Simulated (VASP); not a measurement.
# Cu (P6_3/mmc) in VASP: a series of runs

Cu is run at these levels: PBEsol; tasks: single point.

All numbers are computed with VASP 6.6.1; they aren't measurements. Logs are shortened: lines on timing, memory, paths and dates and some standing lists are left out, and cuts for length are marked.

**1. The cell of the first run**

It takes space group P6_3/mmc (No. 194, hexagonal). The conventional cell has a = 2.534 Å, b = 2.534 Å, c = 4.113 Å, α = 90.00°, β = 90.00°, γ = 120.00°. Within 3.3 Å of Cu (site symmetry -6m2) lie 12 Cu at 2.52 to 2.53 Å.

**2. Single point, PBEsol**

INCAR reads:

```
  ALGO = Normal
  EDIFF = 1E-6
  ENCUT = 520
  GGA = PS
  ISIF = 2
  ISMEAR = 1
  LASPH = T
  LCHARG = T
  LELF = T
  LREAL = F
  LVHAR = T
  LWAVE = F
  NBANDS = 18
  NELM = 80
  PREC = Accurate
  SIGMA = 0.15
```

KPOINTS reads:

```
k-points
0
Gamma
  13 13 7
```

POSCAR reads:

```
Cu
1.0
    2.5340970000      0.0000000000      0.0000000000
   -1.2670480000      2.1945920000      0.0000000000
    0.0000000000      0.0000000000      4.1125710000
Cu
2
Direct
    0.3333333333      0.6666666667      0.2500000000
    0.6666666667      0.3333333333      0.7500000000
```

Potentials or basis: VASP PAW PBE potentials, release 64 (Cu).

Started as:

```console
$ cat potpaw_PBE.64/Cu/POTCAR > POTCAR
$ mpirun -np 1 vasp_std > vasp.out
```

OUTCAR:

```text
EDIFF = 1E-6
   ENCUT = 520
   GGA = PS
   ISIF = 2
   ISMEAR = 1
   LASPH = T
   LREAL = F
   NELM = 80
   PREC = Accurate

 ion  position               nearest neighbor table
   1  0.333  0.667  0.250-   2 2.52   2 2.52   2 2.52   2 2.52   2 2.52   2 2.52
   2  0.667  0.333  0.750-   1 2.52   1 2.52   1 2.52   1 2.52   1 2.52   1 2.52

  LATTYP: Found a hexagonal cell.
 ALAT       =     2.5340970000
 C/A-ratio  =     1.6228940723

  Lattice vectors:

 A1 = (   2.5340970000,   0.0000000000,   0.0000000000)
 A2 = (  -1.2670480000,   2.1945920000,   0.0000000000)
 A3 = (   0.0000000000,   0.0000000000,   4.1125710000)

Analysis of symmetry for initial positions (statically):
=====================================================================
 Subroutine PRICEL returns:
 Original cell was already a primitive cell.

 Routine SETGRP: Setting up the symmetry group for a
 hexagonal supercell.

 Subroutine GETGRP returns: Found 24 space group operations
 (whereof 12 operations were pure point group operations)
 out of a pool of 24 trial point group operations.

The static configuration has the point symmetry D_3d.
 The point group associated with its full space group is D_6h.

Analysis of symmetry for dynamics (positions and initial velocities):
=====================================================================
 Subroutine PRICEL returns:
 Original cell was already a primitive cell.

 Routine SETGRP: Setting up the symmetry group for a
 hexagonal supercell.

 Subroutine GETGRP returns: Found 24 space group operations
 (whereof 12 operations were pure point group operations)
 out of a pool of 24 trial point group operations.

The dynamic configuration has the point symmetry D_3d.
 The point group associated with its full space group is D_6h.

 Subroutine INISYM returns: Found 24 space group operations
 (whereof 12 operations are pure point group operations),
 and found     1 'primitive' translations

----------------------------------------------------------------------------------------

                                     Primitive cell

  volume of cell :      22.8713

  direct lattice vectors                    reciprocal lattice vectors
     2.534097000  0.000000000  0.000000000     0.394617886  0.227832692  0.000000000
    -1.267048000  2.194592000  0.000000000     0.000000000  0.455665563  0.000000000
     0.000000000  0.000000000  4.112571000     0.000000000  0.000000000  0.243156896

  length of vectors
     2.534097000  2.534096423  4.112571000     0.455665460  0.455665563  0.243156896

  position of ions in fractional coordinates (direct lattice)
     0.333333333  0.666666667  0.250000000
     0.666666667  0.333333333  0.750000000

  ion indices of the primitive-cell ions
   primitive index   ion index
                 1           1
                 2           2

----------------------------------------------------------------------------------------

 KPOINTS: k-points

Automatic generation of k-mesh.
 Grid dimensions read from file:
 generate k-points for:   13   13    7

 Generating k-lattice:

  Cartesian coordinates                     Fractional coordinates (reciprocal lattice)
     0.030355222  0.017525592  0.000000000     0.076923077  0.000000000  0.000000000
     0.000000000  0.035051197  0.000000000     0.000000000  0.076923077  0.000000000
     0.000000000  0.000000000  0.034736699     0.000000000  0.000000000  0.142857143

  Length of vectors
     0.035051189  0.035051197  0.034736699

  Shift w.r.t. Gamma in fractional coordinates (k-lattice)
     0.000000000  0.000000000  0.000000000

 Subroutine IBZKPT returns following result:
 ===========================================

 Found     84 irreducible k-points:

 Following reciprocal coordinates:
            Coordinates               Weight
  0.000000  0.000000  0.000000      1.000000
  0.076923 -0.000000  0.000000      6.000000
  0.153846  0.000000  0.000000      6.000000
  0.230769  0.000000  0.000000      6.000000
  0.307692  0.000000  0.000000      6.000000
  0.384615  0.000000  0.000000      6.000000
[... 16 lines left out ...]
  0.076923 -0.000000  0.142857     12.000000
  0.153846  0.000000  0.142857     12.000000
 [... further k-points ...]
   k-points           NKPTS =     84   k-points in BZ     NKDIM =     84   number of bands    NBANDS=     18
   number of dos      NEDOS =    301   number of ions     NIONS =      2
   total plane-waves  NPLWV =  12800
   dimension x,y,z NGX =    20 NGY =   20 NGZ =   32
   dimension x,y,z NGXF=    40 NGYF=   40 NGZF=   64
   ions per type =               2
   NGX,Y,Z   is equivalent  to a cutoff of  13.12, 13.12, 12.94 a.u.
   NGXF,Y,Z  is equivalent  to a cutoff of  26.24, 26.24, 25.87 a.u.
 SYSTEM =  unknown system
   PREC   = accura    normal or accurate (medium, high low for compatibility)
   ISTART =      0    job   : 0-new  1-cont  2-samecut
   ICHARG =      2    charge: 1-file 2-atom 10-const
   ISPIN  =      1    spin polarized calculation?
   LNONCOLLINEAR =      F non collinear calculations
   LSORBIT =      F    spin-orbit coupling
   LASPH  =      T    aspherical Exc in radial PAW
   ENCUT  =  520.0 eV  38.22 Ry    6.18 a.u.   4.71  4.71  7.65*2*pi/ulx,y,z
   NELM   =     80;   NELMIN=  2; NELMDL= -5     # of ELM steps
   EDIFF  = 0.1E-05   stopping-criterion for ELM
   LREAL  =      F    real-space projection
   EDIFFG = 0.1E-04   stopping-criterion for IOM
   NSW    =      0    number of steps for IOM
   IBRION =     -1    ionic relax: 0-MD 1-quasi-New 2-CG
   NFREE  =      0    steps in history (QN), initial steepest desc. (CG)
   ISIF   =      2    stress and relaxation
   ISYM   =      2    0-nonsym 1-usesym 2-fastsym
   POTIM  = 0.5000    time-step for ionic-motion
   TEBEG  =    0.0;   TEEND  =   0.0 temperature during run
   PSTRESS=    0.0 pullay stress
   NELECT =      22.0000    total number of electrons
   NUPDOWN=      -1.0000    fix difference up-down
   EMIN   =  10.00;   EMAX   =-10.00  energy-range for DOS
   EFERMI =   0.00;   METHOD = LEGACY
   ISMEAR =     1;   SIGMA  =   0.15  broadening in eV -4-tet -1-fermi 0-gaus
   EFERMI_NEDOS =   21; number of points for ismear=-14 and -15
   IALGO  =     38    algorithm
   IMIX   =      4    mixing-type and parameters
     AMIX     =   0.40;   BMIX     =  1.00
     AMIX_MAG =   1.60;   BMIX_MAG =  1.00
  volume/ion in A,a.u.               =      11.44        77.17
  Fermi-wavevector in a.u.,A,eV,Ry     =   1.616041  3.053874 35.532798  2.611587
  Thomas-Fermi vector in A             =   2.710691
   LORBIT       =      0    0 simple, 1 ext, 2 COOP (PROOUT), +10 PAW based schemes
   GGA     = PS    functional components
   LHFCALC =     F    Hartree Fock is set to
   AEXX    =    0.0000 exact exchange contribution
   IVDW    =     0    specifies the selected vdW correction
   LEPSILON=     F    determine dielectric tensor
   LRPA    =     F    only Hartree local field effects (RPA)
 non-spin polarized calculation
 Methfessel and Paxton  Order N= 1 SIGMA  =   0.15
  energy-cutoff  :      520.00
  volume of cell :       22.87
 maximum number of plane-waves:       634
 NGX is ok and might be reduce to    20
   NGX =  9   NGY =  9   NGZ = 15

 number of electron      21.9999980 magnetization

 Free energy of the ion-electron system (eV)
  ---------------------------------------------------
  ext. energy  EPLUGINS =         0.00000000
  ---------------------------------------------------
  free energy    TOTEN  =        -8.60886506 eV

  energy without entropy =       -8.61011477  energy(sigma->0) =       -8.60928163

 E-fermi :   7.8209     XC(G=0): -13.0972

 val. band max:        7.7035577447   @ k =   0.3846   0.0000   0.4286
 cond. band min:       7.8622623418   @ k =   0.1538   0.0000   0.1429
 fundamental gap:      0.1587045971
 Fermi energy:         7.8208586253

 k-point     1 :       0.0000    0.0000    0.0000
  band No.  band energies     occupation
      1      -1.8331      2.00000
      2       2.5325      2.00000
      3       4.6902      2.00000
      4       4.7291      2.00000
      5       4.7291      2.00000
      6       4.9534      2.00000
[... 10 lines left out ...]
     17      31.5226      0.00000
     18      31.5229      0.00000

 k-point     2 :       0.0769   -0.0000    0.0000
  band No.  band energies     occupation
      1      -1.6382      2.00000
      2       2.6448      2.00000
      3       4.5616      2.00000
      4       4.8016      2.00000
      5       4.8365      2.00000
      6       4.9208      2.00000
[... 10 lines left out ...]
     17      32.5248      0.00000
     18      32.5704      0.00000

 k-point     3 :       0.1538    0.0000    0.0000
  band No.  band energies     occupation
      1      -1.0646      2.00000
      2       2.9374      2.00000
      3       4.3775      2.00000
      4       4.6302      2.00000
      5       4.8008      2.00000
      6       5.0076      2.00000
[... 10 lines left out ...]
     17      30.3693      0.00000
     18      32.1119      0.00000

 k-point     4 :       0.2308    0.0000    0.0000
  band No.  band energies     occupation
      1      -0.1544      2.00000
      2       3.2496      2.00000
      3       4.0941      2.00000
      4       4.2224      2.00000
      5       4.7072      2.00000
      6       4.9402      2.00000
[... 375 lines left out ...]
      4       4.6930      2.00000
      5       4.6930      2.00000
      6       4.9145      2.00000
[... 10 lines left out ...]
     17      30.0406      0.00000
     18      31.6316      0.00000

 k-point    23 :       0.0769   -0.0000    0.1429
  band No.  band energies     occupation
      1      -1.4479      2.00000
      2       2.5407      2.00000
      3       4.5577      2.00000
      4       4.7452      2.00000
      5       4.7575      2.00000
      6       4.8272      2.00000
[... 10 lines left out ...]
     17      30.0949      0.00000
     18      31.8822      0.00000

 k-point    24 :       0.1538    0.0000    0.1429
  band No.  band energies     occupation
      1      -0.8801      2.00000
      2       2.8664      2.00000
      3       4.3924      2.00000
      4       4.4348      2.00000
      5       4.7478      2.00000
      6       4.9125      2.00000
[... 10 lines left out ...]
     17      29.2398      0.00000
     18      30.6178      0.00000

 [... further k-points ...]
[... 5 lines left out ...]
  --------------------------------------------------------------------------------------
  -------------------------------------------------------------------------------------
  Total       -0.3336196     -0.3336195      0.1979761     -0.0000001      0.0000000      0.0000000
  in kB      -23.3707009    -23.3706929     13.8686067     -0.0000053      0.0000000      0.0000000
  external PRESSURE =     -10.9575957 kB  Pullay stress =       0.0000000 kB

 VOLUME and BASIS-vectors are now :
 -----------------------------------------------------------------------------
  energy-cutoff  :      520.00
  volume of cell :       22.87
      direct lattice vectors                 reciprocal lattice vectors
     2.534097000  0.000000000  0.000000000     0.394617886  0.227832692  0.000000000
    -1.267048000  2.194592000  0.000000000     0.000000000  0.455665563  0.000000000
     0.000000000  0.000000000  4.112571000     0.000000000  0.000000000  0.243156896

 POSITION                                       TOTAL-FORCE (eV/Angst)
 -----------------------------------------------------------------------------------
      0.00000      1.46306      1.02814         0.000000      0.000000      0.000000
      1.26705      0.73153      3.08443        -0.000000     -0.000000      0.000000
 -----------------------------------------------------------------------------------
    total drift:                                0.000000     -0.000000      0.000000

  FREE ENERGIE OF THE ION-ELECTRON SYSTEM (eV)
  ---------------------------------------------------
  free  energy   TOTEN  =        -8.6088650592 eV

  energy  without entropy=       -8.6101147669  energy(sigma->0) =       -8.60928163
```

It took 36 s on 1 thread of AMD EPYC 7R43 (Zen 3), shared host; peak memory 0.12 GiB.

What came out:

- Free energy: -8.6089 eV
- Pressure: -1.1 GPa
- Band gap on the k mesh: zero (band 11 reaches 10.86 eV, above the bottom of band 12 at 5.88 eV)

Levels at points of the mesh, in eV from the Fermi level:
| k point | band 9 | band 10 | band 11 | band 12 | band 13 | band 14 |
| --- | --- | --- | --- | --- | --- | --- |
| (0.00, 0.00, 0.00) | -2.58 | -1.78 | -1.78 | -1.09 | 3.97 | 21.50 |

Caveat: the PAW data sets were made with another functional, which shifts forces and pressure a little.

**3. Single point, PBEsol**

This run uses another cell than the first one, of 11.78 Å³/atom, 1.030 times its volume.

INCAR reads:

```
  PREC = Accurate
  ENCUT = 520
  EDIFF = 1E-7
  ISMEAR = 1
  SIGMA = 0.15
  LREAL = False
  LASPH = True
  NELM = 80
  ALGO = Normal
  ISIF = 2
  LWAVE = False
  LCHARG = True
  GGA = PS
  LELF = True
  LVHAR = True
  NBANDS = 18
```

KPOINTS reads:

```
Automatic mesh
0
Gamma
  13 13 7
```

POSCAR reads:

```
Cu
1.0
    2.5591887011      0.0000000000      0.0000000000
   -1.2795938456      2.2163220469      0.0000000000
    0.0000000000      0.0000000000      4.1532921730
Cu
2
Direct
    0.3333333333      0.6666666667      0.2500000000
    0.6666666667      0.3333333333      0.7500000000
```

Potentials or basis: VASP PAW PBE potentials, release 64 (Cu).

Started as:

```console
$ cat potpaw_PBE.64/Cu/POTCAR > POTCAR
$ mpirun -np 1 vasp_std > vasp.out
```

Wall time 34 s (1 thread of AMD EPYC 7R43 (Zen 3), shared host); peak memory 0.11 GiB.

The run converged. Its results:

* Free energy: -8.5950 eV
* Pressure: -5.5 GPa
* Band gap on the k mesh: zero (band 11 reaches 10.42 eV, above the bottom of band 12 at 5.55 eV)

Stress tensor (GPa, compression positive):
```
-6.62  0.00  0.00
 0.00 -6.62  0.00
 0.00  0.00 -3.16
```

Levels at points of the mesh, in eV from the Fermi level:
| k point | band 9 | band 10 | band 11 | band 12 | band 13 | band 14 |
| --- | --- | --- | --- | --- | --- | --- |
| (0.00, 0.00, 0.00) | -2.51 | -1.74 | -1.74 | -0.99 | 3.82 | 21.27 |

Caveat: the PAW data sets were made with another functional, which shifts forces and pressure a little.

(Part 1 of 2 ends here.)
